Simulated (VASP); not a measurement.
A run of VASP 6.6.1 is set up as follows.

File INCAR:

```
SYSTEM = Ba2S
ALGO = Normal
EDIFF = 1E-6
ENCUT = 520
GGA = PE
ISIF = 2
ISMEAR = 0
LASPH = .TRUE.
LCHARG = .TRUE.
LELF = .TRUE.
LREAL = .FALSE.
LVHAR = .TRUE.
LWAVE = .FALSE.
NBANDS = 20
NELM = 100
PREC = Accurate
SIGMA = 0.1
```

Contents of KPOINTS:

```
k-points
0
G
  4 4 4
  0 0 0
```

File POSCAR:

```
Ba2S
1.0
   -2.7192360500      2.7192360500      3.2386905300
    2.7192360500     -2.7192360500      3.2386905300
    2.7192360500      2.7192360500     -3.2386905300
Ba S
2 1
Direct
    0.7500000000      0.2500000000      0.5000000000
    0.2500000000      0.7500000000      0.5000000000
    0.0000000000      0.0000000000      0.0000000000
```

Potentials or basis: VASP PAW PBE potentials, release 64 (Ba_sv, S).

Launch:

```console
$ cat potpaw_PBE.64/Ba_sv/POTCAR potpaw_PBE.64/S/POTCAR > POTCAR
$ mpirun -np 1 vasp_std > vasp.out
```

(1) What does it give for the band gap on the k mesh?

(2) What does it give for the pressure?

## Answers

(1) zero (bands 13 and 14 overlap by 1.07 eV).

(2) 4.9 GPa.

Caveat: the k points lie up to 0.38 Å⁻¹ apart, too coarse for converged energies and pressures of a metal; spin-orbit coupling is left out, which moves the levels of the heavy elements.
